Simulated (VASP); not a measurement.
Crystal: Na.

```
CELL_PARAMETERS angstrom
-2.14100 2.14100 2.14100
2.14100 -2.14100 2.14100
2.14100 2.14100 -2.14100
ATOMIC_POSITIONS crystal
Na 0.00000 0.00000 0.00000
```

Base run:

```yaml
Program: VASP 6.6.1
Functional: PBEsol
Potentials_or_basis: VASP PAW PBE potentials, release 64 (Na_pv)
Cutoff: 520 eV
k_mesh: 9 × 9 × 9
Occupations: fermi-dirac, width 0.05 eV
Spin: no spin polarisation
```

Its results: pressure -0.5 GPa.

Q: The run is repeated on the same cell with these changes: functional from PBEsol to RPBE. What comes out?

A: Pressure 0.0 GPa.

RPBE binds less tightly than PBEsol, so the same cell stands under more pressure.

Caveats: the PAW data sets were made with another functional, which shifts forces and pressure a little.
